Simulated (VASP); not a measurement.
## Hf8HO16 (a cell with a defect): single point with PBE

The system is Hf8HO16 (a cell with a defect).

```
Hf O H
1.0
     0.00000    5.06970    5.10173
     5.29432    0.00000    5.10173
     5.29432    5.06970    0.00000
Hf O H
8 16 1
Direct
  0.25891 0.01508 0.03000
  0.74475 0.49928 0.50336
  0.30978 0.48457 0.96712
  0.78099 0.00311 0.48850
  0.24924 0.02788 0.50772
  0.75996 0.55960 0.97741
  0.25739 0.49345 0.46475
  0.78985 0.01077 0.96828
  0.05867 0.33888 0.02612
  0.49065 0.74885 0.62355
  0.42379 0.41052 0.67200
  0.91765 0.95555 0.19006
  0.10255 0.41424 0.33557
  0.60622 0.91096 0.83452
  0.38249 0.63711 0.11647
  0.87277 0.14548 0.60723
  0.17389 0.86608 0.38835
  0.67477 0.36277 0.90083
  0.42314 0.11953 0.11982
  0.91019 0.62886 0.62102
  0.14511 0.12764 0.76856
  0.70608 0.70633 0.20193
  0.06109 0.76100 0.85491
  0.48497 0.17996 0.42054
  0.71201 0.35882 0.31752
```

- Program: VASP 6.6.1
- Task: single point
- Functional: PBE
- Potentials or basis: VASP PAW PBE potentials, release 64 (Hf_pv, O, H)
- Cutoff: 520 eV
- k mesh: 1 × 1 × 1
- Occupations: fermi-dirac, width 0.01 eV
- Spin: no spin polarisation
- Dipole correction: no
- Charge: -1
- Further INCAR settings: ALGO = Normal; EDIFF = 1e-06; NBANDS = 106; NELECT = 178.0

* Largest force: 0.101 eV/Å

Forces in eV/Å, atoms in the order of the input:
```
Hf   0.069  0.003  0.007
Hf   0.013 -0.019 -0.020
Hf  -0.069 -0.012 -0.012
Hf  -0.015 -0.002 -0.025
Hf   0.061  0.051  0.034
Hf   0.007 -0.037  0.059
Hf  -0.062 -0.026 -0.012
Hf  -0.034  0.025 -0.004
O   -0.029 -0.033 -0.015
O   -0.058 -0.077 -0.027
O    0.031 -0.063  0.030
O    0.052 -0.050  0.003
O    0.042  0.047  0.002
O   -0.041  0.024 -0.016
O    0.017  0.039 -0.017
O    0.024  0.009 -0.007
O    0.012 -0.041  0.042
O   -0.007 -0.029 -0.029
O   -0.022 -0.057  0.009
O    0.023  0.029  0.024
O   -0.067  0.053 -0.007
O   -0.043  0.055  0.011
O    0.055  0.062  0.000
O    0.046  0.042 -0.032
H   -0.002  0.008  0.004
```

Levels at points of the mesh, in eV from the Fermi level:
```tsv
k point	band 87	band 88	band 89	band 90	band 91	band 92
(0.00, 0.00, 0.00)	-0.73	-0.64	-0.35	4.06	4.10	4.41
```

It took 110 s on 1 thread of AMD EPYC 7R43 64-Core Processor (Zen 3), with other jobs on the host, peak memory 0.35 GiB.

Caveat: the k points lie up to 1.06 Å⁻¹ apart; the cell carries a net charge on a neutralising background, which shifts energy and pressure; the cell is charged against a uniform background, so pressure and absolute levels hang on convention; spin-orbit coupling is left out, which moves the levels of the heavy elements.
